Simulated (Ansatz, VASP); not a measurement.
# HfTi4Si: VASP beside Ansatz

The input INCAR:

```
PREC     = Accurate       # precision mode
ENCUT    = 520            # plane-wave cutoff, eV
EDIFF    = 1E-7           # SCF threshold, eV
ISMEAR   = 0              # smearing method
SIGMA    = 0.1            # smearing width, eV
LREAL    = F              # projectors in reciprocal space
LASPH    = T              # aspherical terms in the spheres
NELM     = 150            # most SCF steps
ALGO     = Normal         # electronic algorithm
ISIF     = 2              # what is computed and relaxed
LWAVE    = F              # write WAVECAR
LCHARG   = F              # write CHGCAR
ISPIN    = 2              # spin polarisation
MAGMOM   = 0 1 1 1 1 0    # initial moments
LORBIT   = 11             # projections on sites
LMAXMIX  = 4              # l up to which the mixer works
GGA      = PE             # functional
NBANDS   = 44             # bands
```

The input KPOINTS:

```
regular mesh
0
Gamma
  4 4 6
```

The input POSCAR:

```
HfTi4Si
1.0
    6.2270071744      0.0000000000      0.0000000000
    0.0000000000      6.2270071744      0.0000000000
    0.0000000000      0.0000000000      2.9973818986
Hf Ti Si
1 4 1
Direct
    0.0000000000      0.0000000000      0.5000000000
    0.1764162690      0.5000000000      0.5000000000
    0.8235837310      0.5000000000      0.5000000000
    0.5000000000      0.1764162690      0.5000000000
    0.5000000000      0.8235837310      0.5000000000
    0.5000000000      0.5000000000      0.0000000000
```

Input for Ansatz:

```yaml
crystal:
  lattice:
    - [6.2270071744, 0.0, 0.0]
    - [0.0, 6.2270071744, 0.0]
    - [0.0, 0.0, 2.9973818986]
  atoms:
    - { symbol: Hf, position: [0.0, 0.0, 0.5] }
    - { symbol: Ti, position: [0.176416269, 0.5, 0.5], spin: 1.0 }
    - { symbol: Ti, position: [0.823583731, 0.5, 0.5], spin: 1.0 }
    - { symbol: Ti, position: [0.5, 0.176416269, 0.5], spin: 1.0 }
    - { symbol: Ti, position: [0.5, 0.823583731, 0.5], spin: 1.0 }
    - { symbol: Si, position: [0.5, 0.5, 0.0] }
basis:
  ecutwfc: 420
kpoints:
  mp_grid: { grid: [4, 4, 6] }
hamiltonian:
  xc: pbe
scf:
  occupations: { method: gaussian, width: 0.1 }
  lower_state_search: "off"
output:
  forces: true
  stress: true
  eigenvalues: true
  populations: true
magnetization:
  spin_polarized: true
```

Alike in both runs: task single point; functional PBE; k mesh 4 × 4 × 6; occupations gaussian, width 0.1 eV; collinear spin.

```csv
,VASP,Ansatz
version,VASP 6.6.1,Ansatz 0.2.0
potentials or method,"VASP PAW PBE potentials, release 64 (Hf_pv, Ti_sv, Si), cutoff 520 eV","scalar-relativistic, plane waves, PAW"
valence electrons in the cell,62,78
```

|  | VASP | Ansatz | Ansatz less VASP |
| --- | --- | --- | --- |
| gap on the k mesh at the Fermi level (eV) | none | none | - |
| pressure (GPa) | 0.1 | 0.1 | -0.02 |
| traceless stress, the component that is largest in VASP (GPa) | -0.66 | -0.45 | +0.211 |
| rms of the force components (eV/Å) | 0.045 | 0.004 | -0.0410 |
| net moment per atom (μB) | 0.07 | 0.07 | +0.001 |
| size of the moment on the site where the two differ most (μB) | 0.22 | 0.20 | -0.023 |

Site moments also hang on the region over which each program counts them. Atom by atom the forces differ by 0.049 eV/Å (rms over components). A gap of «none» marks a metal or a gap that the smearing closes. VASP's potentials hold 62 valence electrons a cell and Ansatz's 78, so a difference there can come from the potentials and not from the codes.

Spin-orbit coupling is off throughout.
